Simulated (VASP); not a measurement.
# Sn12HO23 (a cell with a defect) (Cassiterite) in VASP: electric field gradients with PBE

Aim: the electric field gradients of Sn12HO23 (a cell with a defect) (Cassiterite) with PBE.

All numbers are computed with VASP 6.6.1; they aren't measurements. Logs are shortened: lines on timing, memory, paths and dates and some standing lists are left out, and cuts for length are marked.

## (1) The cell of the first run

The cell holds a defect, 36 atoms: a = 6.701 Å, b = 6.701 Å, c = 9.559 Å, α = 90.00°, β = 90.00°, γ = 90.00°.

## (2) Electric field gradients, PBE

INCAR reads:

```
  ALGO = Normal
  EDIFF = 1E-8
  ENCUT = 520
  GGA = PE
  ISIF = 2
  ISMEAR = -1
  LASPH = T
  LCHARG = F
  LEFG = T
  LREAL = Auto
  LWAVE = F
  NBANDS = 178
  NELECT = 306.0
  NELM = 100
  PREC = Accurate
  SIGMA = 0.01
```

KPOINTS reads:

```
k-points
0
Gamma
  3 3 2
```

POSCAR reads:

```
Sn12HO23
1.0
    4.7380000000      4.7380000000      0.0000000000
   -4.7380000000      4.7380000000      0.0000000000
    0.0000000000      0.0000000000      9.5595000000
Sn H O
12 1 23
Direct
    0.0000000000      0.0000000000      0.0000000000
    0.0000000000      0.0000000000      0.3333333333
    0.0000000000      0.0000000000      0.6666666667
    0.5000000000      0.5000000000      0.0000000000
    0.5000000000      0.5000000000      0.3333333333
    0.5000000000      0.5000000000      0.6666666667
    0.5000000000      0.0000000000      0.1666666667
    0.5000000000      0.0000000000      0.5000000000
    0.5000000000      0.0000000000      0.8333333333
    0.0000000000      0.5000000000      0.1666666667
    0.0000000000      0.5000000000      0.5000000000
    0.0000000000      0.5000000000      0.8333333333
    0.3071000000      0.0000000000      0.0000000000
    0.3071000000      0.0000000000      0.3333333333
    0.3071000000      0.0000000000      0.6666666667
    0.8071000000      0.5000000000      0.0000000000
    0.8071000000      0.5000000000      0.3333333333
    0.8071000000      0.5000000000      0.6666666667
    0.5000000000      0.3071000000      0.1666666667
    0.5000000000      0.3071000000      0.5000000000
    0.5000000000      0.3071000000      0.8333333333
    0.0000000000      0.8071000000      0.1666666667
    0.0000000000      0.8071000000      0.5000000000
    0.0000000000      0.8071000000      0.8333333333
    0.6929000000      0.0000000000      0.0000000000
    0.6929000000      0.0000000000      0.3333333333
    0.6929000000      0.0000000000      0.6666666667
    0.1929000000      0.5000000000      0.0000000000
    0.1929000000      0.5000000000      0.3333333333
    0.1929000000      0.5000000000      0.6666666667
    0.5000000000      0.6929000000      0.1666666667
    0.5000000000      0.6929000000      0.5000000000
    0.5000000000      0.6929000000      0.8333333333
    0.0000000000      0.1929000000      0.1666666667
    0.0000000000      0.1929000000      0.5000000000
    0.0000000000      0.1929000000      0.8333333333
```

Potentials or basis: VASP PAW PBE potentials, release 64 (Sn_d, H, O).

Run with:

```bash
$ cat potpaw_PBE.64/Sn_d/POTCAR potpaw_PBE.64/H/POTCAR potpaw_PBE.64/O/POTCAR > POTCAR
$ mpirun -np 1 vasp_std > vasp.out
```

OUTCAR:

```text
EDIFF = 1E-8
   ENCUT = 520
   GGA = PE
   ISIF = 2
   ISMEAR = -1
   LASPH = T
   LREAL = Auto
   NELECT = 306.0
   NELM = 100
   PREC = Accurate

 ion  position               nearest neighbor table
   1  0.000  0.000  0.000-  22 2.05  24 2.05  34 2.05  36 2.05  13 2.06  25 2.06   2 3.19   3 3.19
                            10 3.71  12 3.71   7 3.71   9 3.71  10 3.71  12 3.71   7 3.71   9 3.71
   2  0.000  0.000  0.333-  22 2.05  34 2.05  23 2.05  35 2.05  14 2.06  26 2.06   1 3.19   3 3.19
                             7 3.71  10 3.71  10 3.71   7 3.71   8 3.71  11 3.71  11 3.71   8 3.71
   3  0.000  0.000  0.667-  24 2.05  36 2.05  35 2.05  23 2.05  15 2.06  27 2.06   1 3.19   2 3.19
                             9 3.71  12 3.71  12 3.71   9 3.71  11 3.71  11 3.71   8 3.71   8 3.71
   4  0.500  0.500  0.000-  19 2.05  21 2.05  31 2.05  33 2.05  16 2.06  28 2.06   5 3.19   6 3.19
                            10 3.71  12 3.71   7 3.71   9 3.71   7 3.71   9 3.71  10 3.71  12 3.71
   5  0.500  0.500  0.333-  19 2.05  31 2.05  20 2.05  32 2.05  17 2.06  29 2.06   4 3.19   6 3.19
                             7 3.71  10 3.71   7 3.71  10 3.71   8 3.71   8 3.71  11 3.71  11 3.71
   6  0.500  0.500  0.667-  21 2.05  33 2.05  32 2.05  20 2.05  18 2.06  30 2.06   4 3.19   5 3.19
                             9 3.71  12 3.71   9 3.71  12 3.71   8 3.71  11 3.71  11 3.71   8 3.71
   7  0.500  0.000  0.167-  14 2.05  26 2.05  25 2.05  13 2.05  19 2.06  31 2.06   8 3.19   9 3.19
                             2 3.71   5 3.71   5 3.71   2 3.71   4 3.71   4 3.71   1 3.71   1 3.71
   8  0.500  0.000  0.500-  14 2.05  15 2.05  26 2.05  27 2.05  20 2.06  32 2.06   7 3.19   9 3.19
                             2 3.71   3 3.71   5 3.71   6 3.71   5 3.71   6 3.71   2 3.71   3 3.71
   9  0.500  0.000  0.833-  15 2.05  27 2.05  25 2.05  13 2.05  21 2.06  33 2.06   8 3.19   7 3.19
[... 29 lines left out ...]
  35  0.000  0.193  0.500-   2 2.05   3 2.05  11 2.06
  36  0.000  0.193  0.833-   3 2.05   1 2.05  12 2.06

  LATTYP: Found a simple tetragonal cell.
 ALAT       =     6.7005438585
 C/A-ratio  =     1.4266752374

  Lattice vectors:

 A1 = (   4.7380000000,   4.7380000000,   0.0000000000)
 A2 = (  -4.7380000000,   4.7380000000,   0.0000000000)
 A3 = (   0.0000000000,   0.0000000000,   9.5595000000)

Analysis of symmetry for initial positions (statically):
=====================================================================
 Subroutine PRICEL returns:
 Original cell was already a primitive cell.

 Routine SETGRP: Setting up the symmetry group for a
 simple tetragonal supercell.

 Subroutine GETGRP returns: Found  4 space group operations
 (whereof  4 operations were pure point group operations)
 out of a pool of 16 trial point group operations.

The static configuration has the point symmetry C_2v.

Analysis of symmetry for dynamics (positions and initial velocities):
[... 1569 lines left out ...]
  in kB       49.0633477     49.0633477     85.4593943     -1.8043838      0.0000000      0.0000000
  external PRESSURE =      61.1953632 kB  Pullay stress =       0.0000000 kB

 VOLUME and BASIS-vectors are now :
 -----------------------------------------------------------------------------
  energy-cutoff  :      520.00
  volume of cell :      429.20
      direct lattice vectors                 reciprocal lattice vectors
     4.738000000  4.738000000  0.000000000     0.105529759  0.105529759  0.000000000
    -4.738000000  4.738000000  0.000000000    -0.105529759  0.105529759  0.000000000
     0.000000000  0.000000000  9.559500000     0.000000000  0.000000000  0.104607982

 POSITION                                       TOTAL-FORCE (eV/Angst)
 -----------------------------------------------------------------------------------
      0.00000      0.00000      0.00000        -0.547950     -0.547950      0.000000
      0.00000      0.00000      3.18650        -0.124345     -0.124345      0.642885
      0.00000      0.00000      6.37300        -0.124345     -0.124345     -0.642885
      0.00000      4.73800      0.00000         0.153958      0.153958      0.000000
      0.00000      4.73800      3.18650        -0.031958     -0.031958      0.689304
      0.00000      4.73800      6.37300        -0.031958     -0.031958     -0.689304
[... 28 lines left out ...]
     -0.91396      0.91396      4.77975        -0.157226      0.206542      0.000000
     -0.91396      0.91396      7.96625         0.249976      0.158322      0.542697
 -----------------------------------------------------------------------------------
    total drift:                               -0.003822     -0.003822     -0.000000

  FREE ENERGIE OF THE ION-ELECTRON SYSTEM (eV)
  ---------------------------------------------------
  free  energy   TOTEN  =      -225.3162816861 eV

  energy  without entropy=     -225.3162816861  energy(sigma->0) =     -225.31628169

 Electric field gradients (V/A^2)
---------------------------------------------------------------------
 ion       V_xx      V_yy      V_zz      V_xy      V_xz      V_yz
---------------------------------------------------------------------
   1      54.841    54.841  -109.682    52.365    -0.000    -0.000
   2      30.540    30.540   -61.079   -23.763     0.432     0.432
   3      30.540    30.540   -61.079   -23.763    -0.432    -0.432
   4      26.366    26.366   -52.732   -24.119    -0.000    -0.000
   5      26.871    26.871   -53.742   -29.419    -1.098    -1.098
   6      26.871    26.871   -53.742   -29.419     1.098     1.098
[... 28 lines left out ...]
  35     -24.196   -25.819    50.015   -81.787     0.000    -0.000
  36     -19.277   -33.690    52.967   -77.009    16.524    -0.787
---------------------------------------------------------------------

 Electric field gradients after diagonalization (V/A^2)
 (convention: |V_zz| > |V_xx| > |V_yy|)
----------------------------------------------------------------------
 ion       V_xx      V_yy      V_zz     asymmetry (V_yy - V_xx)/ V_zz
----------------------------------------------------------------------
   1     107.206     2.476  -109.682       0.955
   2      54.303     6.782   -61.085       0.778
   3      54.303     6.782   -61.085       0.778
   4      50.485     2.247   -52.732       0.915
   5     -53.789    -2.501    56.290       0.911
   6     -53.789    -2.501    56.290       0.911
[... 28 lines left out ...]
  35      56.783    50.015  -106.798       0.063
  36      65.065    39.474  -104.539       0.245
----------------------------------------------------------------------

           NMR quadrupolar parameters

 Cq : quadrupolar parameter    Cq=e*Q*V_zz/h
 eta: asymmetry parameters     (V_yy - V_xx)/ V_zz
 Q  : nuclear electric quadrupole moment in mb (millibarn)
----------------------------------------------------------------------
 ion       Cq(MHz)       eta       Q (mb)
----------------------------------------------------------------------
   1      -0.265       0.955       1.000
   2      -0.148       0.778       1.000
   3      -0.148       0.778       1.000
   4      -0.128       0.915       1.000
   5       0.136       0.911       1.000
   6       0.136       0.911       1.000
[... 28 lines left out ...]
  35      -0.258       0.063       1.000
  36      -0.253       0.245       1.000
----------------------------------------------------------------------
```

It took 12 min on 1 thread of Intel Xeon 6975P-C (Granite Rapids), shared host; peak memory 0.67 GiB.

Results:

```
Free energy   : -225.3163 eV
Largest force : 1.466 eV/Å
```

Forces in eV/Å, atoms in the order of the input:
```
Sn  -0.548 -0.548  0.000
Sn  -0.124 -0.124  0.643
Sn  -0.124 -0.124 -0.643
Sn   0.154  0.154  0.000
Sn  -0.032 -0.032  0.689
Sn  -0.032 -0.032 -0.689
Sn   0.507  0.507  1.279
Sn   0.204  0.204  0.000
Sn   0.507  0.507 -1.279
Sn  -0.037 -0.037  0.259
Sn   0.022  0.022  0.000
Sn  -0.037 -0.037 -0.259
H   -0.007 -0.007  0.000
O   -0.238 -0.238 -0.539
O   -0.238 -0.238  0.539
O   -0.233 -0.233  0.000
O   -0.256 -0.256 -0.256
O   -0.256 -0.256  0.256
O    0.402 -0.678 -0.487
O    0.254 -0.278  0.000
O    0.402 -0.678  0.487
O    0.158  0.250 -0.543
O    0.207 -0.157  0.000
O    0.158  0.250  0.543
O   -0.551 -0.551  0.000
O    0.143  0.143 -0.360
O    0.143  0.143  0.360
O    0.288  0.288  0.000
O    0.227  0.227 -0.220
O    0.227  0.227  0.220
O   -0.678  0.402 -0.487
O   -0.278  0.254  0.000
O   -0.678  0.402  0.487
O    0.250  0.158 -0.543
O   -0.157  0.207  0.000
O    0.250  0.158  0.543
```

Electric field gradients, principal values (V/Å²):
```
 atom    least   middle  greatest (by size)
 1 Sn    2.476  107.206            -109.682
 2 Sn    6.782   54.303             -61.085
 3 Sn    6.782   54.303             -61.085
 4 Sn    2.247   50.485             -52.732
 5 Sn   -2.501  -53.789              56.290
 6 Sn   -2.501  -53.789              56.290
 7 Sn  -33.587  -65.097              98.683
 8 Sn   -4.543  -57.900              62.443
 9 Sn  -33.587  -65.097              98.683
10 Sn   21.132   45.184             -66.316
11 Sn    3.702   54.832             -58.534
12 Sn   21.132   45.184             -66.316
 13 H    1.192    4.376              -5.568
 14 O   47.323   67.113            -114.436
 15 O   47.323   67.113            -114.436
 16 O   47.365   58.656            -106.021
 17 O   47.333   59.271            -106.605
 18 O   47.333   59.271            -106.605
 19 O   37.453   71.986            -109.439
 20 O   49.068   58.723            -107.791
 21 O   37.453   71.986            -109.439
 22 O   39.474   65.065            -104.539
 23 O   50.015   56.783            -106.798
 24 O   39.474   65.065            -104.539
 25 O   51.406   66.455            -117.861
 26 O   49.336   58.041            -107.376
 27 O   49.336   58.041            -107.376
 28 O   42.945   56.146             -99.091
 29 O   47.111   59.978            -107.088
 30 O   47.111   59.978            -107.088
 31 O   37.453   71.986            -109.439
 32 O   49.068   58.723            -107.791
 33 O   37.453   71.986            -109.439
 34 O   39.474   65.065            -104.539
 35 O   50.015   56.783            -106.798
 36 O   39.474   65.065            -104.539
```

Caveat: the cell carries a net charge on a neutralising background, which shifts energy and pressure; the cell is charged against a uniform background, so pressure and absolute levels hang on convention; without QUAD_EFG the Cq values of the log hold for a quadrupole moment of 1 mb, not for the nuclei.
